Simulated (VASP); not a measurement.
Wanted: the native input for a VASP 6.6.1 run.

* Task: single point
* Functional: PBE
* Potentials or basis: VASP PAW PBE potentials, release 64 (Pb_d, S)
* Cutoff: 520 eV
* k mesh: 6 × 6 × 4
* Occupations: fermi-dirac, width 0.02 eV
* Spin: no spin polarisation
* Dipole correction: no
* Further INCAR settings: ALGO = Normal; EDIFF = 1e-06; NBANDS = 28

The structure of PbS lies in POSCAR:

```
PbS
1.0
    4.1120449242      0.0000000000      0.0000000000
   -2.0560224621      3.5611353659      0.0000000000
    0.0000000000      0.0000000000      7.2852350256
Pb S
2 2
Direct
    0.0000000000      0.0000000000      0.0000000000
    0.0000000000      0.0000000000      0.5000000000
    0.3333333333      0.6666666667      0.2500000000
    0.6666666667      0.3333333333      0.7500000000
```

The input as run:

INCAR

```
PREC = Accurate ; ENCUT = 520
EDIFF = 1E-6 ; ISMEAR = -1
SIGMA = 0.02 ; LREAL = False
LASPH = True ; NELM = 100
ALGO = Normal ; ISIF = 2
LWAVE = False ; LCHARG = False
GGA = PE ; NBANDS = 28
```

KPOINTS

```
regular mesh
0
Gamma
  6 6 4
```

Potentials or basis: VASP PAW PBE potentials, release 64 (Pb_d, S).

Command:

```console
$ cat potpaw_PBE.64/Pb_d/POTCAR potpaw_PBE.64/S/POTCAR > POTCAR
$ mpirun -np 1 vasp_std > vasp.out
```

Results of the run:

```json
{"Pressure": "1.6 GPa", "Band gap on the k mesh": "0.06 eV (least direct gap 0.10 eV)"}
```

Caveat: spin-orbit coupling is left out, which moves the levels of the heavy elements.

It took 94 s on 1 thread of Intel Xeon 8259CL (shared host), peak memory 0.25 GiB.
